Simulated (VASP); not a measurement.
Ti:

```
Ti
1.0
    -1.63659    1.63659    1.63659
     1.63659   -1.63659    1.63659
     1.63659    1.63659   -1.63659
Ti
1
Direct
  0.00000 0.00000 0.00000
```

Base run:

- Program: VASP 6.6.1
- Functional: PBEsol
- Potentials or basis: VASP PAW PBE potentials, release 64 (Ti_sv)
- Cutoff: 520 eV
- k mesh: 22 × 22 × 22
- Occupations: gaussian, width 0.15 eV
- Spin: collinear spin, ferromagnetic start
- Starting moments: [0.25] μB
- Fixed moment: 0.25 μB

Its results: pressure -6.0 GPa; site moments Ti +0.17 μB.

**Question.** The run is repeated on the same cell with these changes: fixed moment from 0.25 μB to 1 μB; moments at the start from [0.25] to [1.0]. What comes out?

**Answer.** Pressure -3.9 GPa; site moments Ti +0.70 μB.

Caveats: the PAW data sets were made with another functional, which shifts forces and pressure a little; the total moment is fixed, so each spin has its own Fermi level.
